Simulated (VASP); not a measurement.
# InAs (I4/mmm) in VASP: notebook

Runs on InAs. Level: PBE. Tasks: single point, relaxation of cell and atoms.

Everything below comes from runs of VASP 6.6.1. Logs are shortened: lines on timing, memory, paths and dates and some standing lists are left out, and cuts for length are marked.

**1. The cell of the first run**

The structure is tetragonal, space group I4/mmm (No. 139). The conventional cell has a = 3.821 Å, b = 3.821 Å, c = 7.507 Å, α = 90.00°, β = 90.00°, γ = 90.00°. In (site symmetry 4/mmm) has 4 As at 2.70 Å within 3.6 Å. Within 3.6 Å of As (site symmetry 4/mmm) lie 4 In at 2.70 Å.

**2. Single point, PBE**

The input, INCAR:

```
  PREC = Accurate
  ENCUT = 520
  EDIFF = 1E-7
  ISMEAR = 0
  SIGMA = 0.1
  LREAL = F
  LASPH = T
  NELM = 80
  ALGO = Normal
  ISIF = 2
  LWAVE = F
  LCHARG = T
  GGA = PE
  LELF = T
  LVHAR = T
  NBANDS = 16
```

The input, KPOINTS:

```
Automatic mesh
0
Gamma
  6 6 6
```

The input, POSCAR:

```
InAs
1.0
   -1.9103354200      1.9103354200      3.7535048300
    1.9103354200     -1.9103354200      3.7535048300
    1.9103354200      1.9103354200     -3.7535048300
In As
1 1
Direct
    0.0000000000      0.0000000000      0.0000000000
    0.5000000000      0.5000000000      0.0000000000
```

Potentials or basis: VASP PAW PBE potentials, release 64 (In_d, As).

Started as:

```console
$ cat potpaw_PBE.64/In_d/POTCAR potpaw_PBE.64/As/POTCAR > POTCAR
$ mpirun -np 1 vasp_std > vasp.out
```

OUTCAR:

```text
PREC = Accurate
   ENCUT = 520
   EDIFF = 1E-7
   ISMEAR = 0
   LREAL = F
   LASPH = T
   NELM = 80
   ISIF = 2
   GGA = PE

 ion  position               nearest neighbor table
   1  0.000  0.000  0.000-   2 2.70   2 2.70   2 2.70   2 2.70
   2  0.500  0.500  0.000-   1 2.70   1 2.70   1 2.70   1 2.70

  LATTYP: Found a body centered tetragonal cell.
 ALAT       =     3.8206708400
 C/A-ratio  =     1.9648407241

  Lattice vectors:

 A1 = (  -1.9103354200,   1.9103354200,   3.7535048300)
 A2 = (   1.9103354200,  -1.9103354200,   3.7535048300)
 A3 = (   1.9103354200,   1.9103354200,  -3.7535048300)

Analysis of symmetry for initial positions (statically):
=====================================================================
 Subroutine PRICEL returns:
 Original cell was already a primitive cell.

 Routine SETGRP: Setting up the symmetry group for a
 body centered tetragonal supercell.

 Subroutine GETGRP returns: Found 16 space group operations
 (whereof 16 operations were pure point group operations)
 out of a pool of 16 trial point group operations.

The static configuration has the point symmetry D_4h.

Analysis of symmetry for dynamics (positions and initial velocities):
=====================================================================
 Subroutine PRICEL returns:
 Original cell was already a primitive cell.

 Routine SETGRP: Setting up the symmetry group for a
 body centered tetragonal supercell.

 Subroutine GETGRP returns: Found 16 space group operations
 (whereof 16 operations were pure point group operations)
 out of a pool of 16 trial point group operations.

The dynamic configuration has the point symmetry D_4h.

 Subroutine INISYM returns: Found 16 space group operations
 (whereof 16 operations are pure point group operations),
 and found     1 'primitive' translations

----------------------------------------------------------------------------------------

                                     Primitive cell

  volume of cell :      54.7919

  direct lattice vectors                    reciprocal lattice vectors
    -1.910335420  1.910335420  3.753504830     0.000000000  0.261734141  0.133208834
     1.910335420 -1.910335420  3.753504830     0.261734141  0.000000000  0.133208834
     1.910335420  1.910335420 -3.753504830     0.261734141  0.261734141  0.000000000

[... 75 lines left out ...]
   ISTART =      0    job   : 0-new  1-cont  2-samecut
   ICHARG =      2    charge: 1-file 2-atom 10-const
   ISPIN  =      1    spin polarized calculation?
   LNONCOLLINEAR =      F non collinear calculations
   LSORBIT =      F    spin-orbit coupling
   LASPH  =      T    aspherical Exc in radial PAW
   ENCUT  =  520.0 eV  38.22 Ry    6.18 a.u.   8.60  8.60  8.60*2*pi/ulx,y,z
   NELM   =     80;   NELMIN=  2; NELMDL= -5     # of ELM steps
   EDIFF  = 0.1E-06   stopping-criterion for ELM
   LREAL  =      F    real-space projection
   EDIFFG = 0.1E-05   stopping-criterion for IOM
   NSW    =      0    number of steps for IOM
   IBRION =     -1    ionic relax: 0-MD 1-quasi-New 2-CG
   NFREE  =      0    steps in history (QN), initial steepest desc. (CG)
   ISIF   =      2    stress and relaxation
   ISYM   =      2    0-nonsym 1-usesym 2-fastsym
   POTIM  = 0.5000    time-step for ionic-motion
   TEBEG  =    0.0;   TEEND  =   0.0 temperature during run
   PSTRESS=    0.0 pullay stress
   NELECT =      18.0000    total number of electrons
   NUPDOWN=      -1.0000    fix difference up-down
   EMIN   =  10.00;   EMAX   =-10.00  energy-range for DOS
   EFERMI =   0.00;   METHOD = LEGACY
   ISMEAR =     0;   SIGMA  =   0.10  broadening in eV -4-tet -1-fermi 0-gaus
   EFERMI_NEDOS =   21; number of points for ismear=-14 and -15
   IALGO  =     38    algorithm
   IMIX   =      4    mixing-type and parameters
     AMIX     =   0.40;   BMIX     =  1.00
     AMIX_MAG =   1.60;   BMIX_MAG =  1.00
  volume/ion in A,a.u.               =      27.40       184.88
  Fermi-wavevector in a.u.,A,eV,Ry     =   1.129606  2.134645 17.361161  1.276009
  Thomas-Fermi vector in A             =   2.266300
   LORBIT       =      0    0 simple, 1 ext, 2 COOP (PROOUT), +10 PAW based schemes
   GGA     = PE    functional components
   LHFCALC =     F    Hartree Fock is set to
   AEXX    =    0.0000 exact exchange contribution
   IVDW    =     0    specifies the selected vdW correction
   LEPSILON=     F    determine dielectric tensor
   LRPA    =     F    only Hartree local field effects (RPA)
 non-spin polarized calculation
 Gauss-broadening in eV      SIGMA  =   0.10
  energy-cutoff  :      520.00
  volume of cell :       54.79
 maximum number of plane-waves:      1486
 NGX is ok and might be reduce to    36
   NGX = 17   NGY = 17   NGZ = 17

 number of electron      17.9999995 magnetization

 Free energy of the ion-electron system (eV)
  ---------------------------------------------------
  ext. energy  EPLUGINS =         0.00000000
  ---------------------------------------------------
  free energy    TOTEN  =        -6.82425254 eV

  energy without entropy =       -6.81896613  energy(sigma->0) =       -6.82160934

 E-fermi :   4.4949     XC(G=0):  -9.3259

 val. band max:        4.4852499573   @ k =  -0.1667   0.1667   0.0000
 cond. band min:       4.5418795213   @ k =   0.3333   0.3333   0.1667
 fundamental gap:      0.0566295640
 Fermi energy:         4.4948587585

 k-point     1 :       0.0000    0.0000    0.0000
  band No.  band energies     occupation
      1     -10.1515      2.00000
      2      -9.9958      2.00000
      3      -9.9694      2.00000
      4      -9.9183      2.00000
      5      -9.9183      2.00000
      6      -7.1147      2.00000
[... 433 lines left out ...]
      3      -9.9777      2.00000
      4      -9.9219      2.00000
      5      -9.9098      2.00000
      6      -6.6495      2.00000
[... 8 lines left out ...]
     15      13.7645      0.00000
     16      14.6845      0.00000

 [... further k-points ...]
[... 5 lines left out ...]
  --------------------------------------------------------------------------------------
  -------------------------------------------------------------------------------------
  Total        1.6831741      1.6831741     -1.7081832      0.0000000     -0.0000000      0.0000000
  in kB       49.2179349     49.2179349    -49.9492313      0.0000000     -0.0000000      0.0000000
  external PRESSURE =      16.1622128 kB  Pullay stress =       0.0000000 kB

 VOLUME and BASIS-vectors are now :
 -----------------------------------------------------------------------------
  energy-cutoff  :      520.00
  volume of cell :       54.79
      direct lattice vectors                 reciprocal lattice vectors
    -1.910335420  1.910335420  3.753504830     0.000000000  0.261734141  0.133208834
     1.910335420 -1.910335420  3.753504830     0.261734141  0.000000000  0.133208834
     1.910335420  1.910335420 -3.753504830     0.261734141  0.261734141  0.000000000

 POSITION                                       TOTAL-FORCE (eV/Angst)
 -----------------------------------------------------------------------------------
      0.00000      0.00000      0.00000        -0.000000      0.000000     -0.000000
      0.00000      0.00000      3.75350         0.000000     -0.000000      0.000000
 -----------------------------------------------------------------------------------
    total drift:                               -0.000000     -0.000000      0.000000

  FREE ENERGIE OF THE ION-ELECTRON SYSTEM (eV)
  ---------------------------------------------------
  free  energy   TOTEN  =        -6.8242525421 eV

  energy  without entropy=       -6.8189661281  energy(sigma->0) =       -6.82160934
```

OSZICAR:

```text
N       E                     dE             d eps       ncg     rms          rms(c)
DAV:   1     0.113482754563E+03    0.11348E+03   -0.83988E+03   960   0.122E+03
DAV:   2     0.812167452115E+00   -0.11267E+03   -0.10825E+03  1040   0.304E+02
DAV:   3    -0.688263904894E+01   -0.76948E+01   -0.76329E+01  1280   0.758E+01
DAV:   4    -0.707785202329E+01   -0.19521E+00   -0.19517E+00  1168   0.130E+01
DAV:   5    -0.708644618702E+01   -0.85942E-02   -0.85940E-02  1456   0.242E+00    0.385E+00
DAV:   6    -0.684099144438E+01    0.24545E+00   -0.42497E-01  1344   0.104E+01    0.206E+00
DAV:   7    -0.682497238365E+01    0.16019E-01   -0.82229E-02  1384   0.243E+00    0.692E-01
DAV:   8    -0.682411880771E+01    0.85358E-03   -0.79778E-03  1152   0.975E-01    0.162E-01
DAV:   9    -0.682424703386E+01   -0.12823E-03   -0.72270E-04  1464   0.241E-01    0.102E-01
DAV:  10    -0.682424821401E+01   -0.11801E-05   -0.43559E-05  1240   0.684E-02    0.487E-02
DAV:  11    -0.682425309407E+01   -0.48801E-05   -0.13936E-05  1200   0.453E-02    0.137E-02
DAV:  12    -0.682425288328E+01    0.21079E-06   -0.10881E-06  1120   0.778E-03    0.323E-03
DAV:  13    -0.682425268400E+01    0.19928E-06   -0.19802E-07  1232   0.245E-03    0.206E-03
DAV:  14    -0.682425257154E+01    0.11246E-06   -0.23321E-08   768   0.196E-03    0.304E-04
DAV:  15    -0.682425254211E+01    0.29429E-07   -0.66333E-09   688   0.532E-04
   1 F= -.68242525E+01 E0= -.68216093E+01  d E =-.528641E-02
```

Run time: 60 s. Hardware: 1 thread of AMD EPYC 7R43 (Zen 3), shared host; peak memory 0.17 GiB.

What came out:

| Item | Value |
| --- | --- |
| Free energy | -6.8243 eV |
| Pressure | 1.6 GPa |
| Band gap on the k mesh | zero (band 9 reaches 5.29 eV, above the bottom of band 10 at 3.37 eV) |

Stress tensor (GPa, compression positive):
```
 4.92  0.00  0.00
 0.00  4.92  0.00
 0.00  0.00 -4.99
```

Caveat: the k points lie up to 0.39 Å⁻¹ apart; spin-orbit coupling is left out, which moves the levels of the heavy elements.

**3. Relaxation of cell and atoms, PBE**

The input, INCAR:

```
PREC = Accurate
ENCUT = 600
EDIFF = 1E-6
ISMEAR = 0
SIGMA = 0.1
LREAL = False
LASPH = True
NELM = 60
ALGO = Normal
ISIF = 3
LWAVE = False
LCHARG = False
GGA = PE
IBRION = 2
NSW = 90
EDIFFG = -0.04
```

KPOINTS is that of step 2.

POSCAR is that of step 2.

Potentials or basis: VASP PAW PBE potentials, release 64 (In_d, As).

Started as:

```console
$ cat potpaw_PBE.64/In_d/POTCAR potpaw_PBE.64/As/POTCAR > POTCAR
$ mpirun -np 1 vasp_std > vasp.out
```

Wall time 5.2 min (1 thread of AMD EPYC 7R43 (Zen 3), shared host); peak memory 0.21 GiB.

Results (log left out):

```
Free energy                            : -7.3487 eV
Relaxed volume                         : 23.84 Å³/atom
Relaxed cell                           : a = 4.071 Å, b = 4.071 Å, c = 4.071 Å, α = 120.03°, β = 120.03°, γ = 89.95°
Space group after relaxing (to 0.05 Å) : Fm-3m (No. 225)
Energy gained by relaxing              : 262.2 meV/atom
Ionic steps                            : 11
Pressure after relaxing                : -0.1 GPa
Band gap on the k mesh                 : zero (band 9 reaches 6.29 eV, above the bottom of band 10 at 3.70 eV)
```

Step by step:
```csv
step,energy change (eV),largest force (eV/Å),pressure (GPa),volume (Å³)
1,0.0000,0.0000,1.63,54.79
2,-0.1229,0.0000,-3.30,56.91
3,-0.1331,0.0000,-4.34,57.51
4,-0.2563,0.0000,-4.35,55.11
5,-0.5133,0.0000,-1.93,49.32
6,-0.4941,0.0000,0.95,47.22
7,-0.5192,0.0000,-1.35,48.76
8,-0.5197,0.0000,-1.09,48.55
9,-0.5241,0.0000,-0.26,47.87
10,-0.5241,0.0000,-0.26,47.87
11,-0.5244,0.0000,-0.06,47.69
```

Final structure:
```
In As
1.0
    -2.03465    2.03465    2.87978
     2.03465   -2.03465    2.87978
     2.03465    2.03465   -2.87978
In As
1 1
Direct
  0.00000 0.00000 0.00000
  0.50000 0.50000 0.00000
```

Levels at points of the mesh, in eV from the Fermi level:
```csv
k point,band 7,band 8,band 9,band 10,band 11,band 12
"(0.00, 0.00, 0.00)",-0.70,-0.23,-0.23,-0.22,7.14,7.14
"(0.50, 0.00, 0.00)",-6.53,0.15,0.15,2.10,3.24,3.25
"(0.50, 0.50, 0.00)",-4.72,-2.96,-2.26,-2.25,3.85,9.13
"(0.50, 0.50, 0.50)",-4.72,-2.96,-2.25,-2.25,3.85,9.15
```

Caveat: the k points lie up to 0.36 Å⁻¹ apart in the final cell; spin-orbit coupling is left out, which moves the levels of the heavy elements.
